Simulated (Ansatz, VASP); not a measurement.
One calculation of Mg3PtCl, two programs

```
CELL_PARAMETERS angstrom
4.68093 0.00000 0.00000
0.00000 4.68093 0.00000
0.00000 0.00000 4.68093
ATOMIC_POSITIONS crystal
Mg 0.00000 0.50000 0.50000
Mg 0.50000 0.00000 0.50000
Mg 0.50000 0.50000 0.00000
Pt 0.00000 0.00000 0.00000
Cl 0.50000 0.50000 0.50000
```

Change from the starting cell: species swapped into the Mn3AgN type (Pm-3m, No. 221).

Alike in both runs: task relaxation of cell and atoms; functional PBE; k mesh 8 × 8 × 8; occupations gaussian, width 0.1 eV; no spin polarisation.

```csv
,VASP,Ansatz
version,VASP 6.6.1,Ansatz 0.2.0
potentials or method,"VASP PAW PBE potentials, release 64 (Mg, Pt, Cl), cutoff 600 eV","scalar-relativistic, plane waves, PAW"
valence electrons in the cell,23,55
```

```tsv
	VASP	Ansatz	Ansatz less VASP
gap on the k mesh at the Fermi level, each at its own relaxed structure (eV)	none	none	-
relaxed volume (Å³/atom)	20.51	20.57	+0.061
relaxed cell length with the largest relative difference (Å)	4.681	4.686	+0.0046
```

A gap of «none» marks a metal or a gap that the smearing closes. VASP's potentials hold 23 valence electrons a cell and Ansatz's 55, so a difference there can come from the potentials and not from the codes.

Spin-orbit coupling is off throughout. Noted on VASP's run: the relaxation stopped at its first step, so nothing moved.
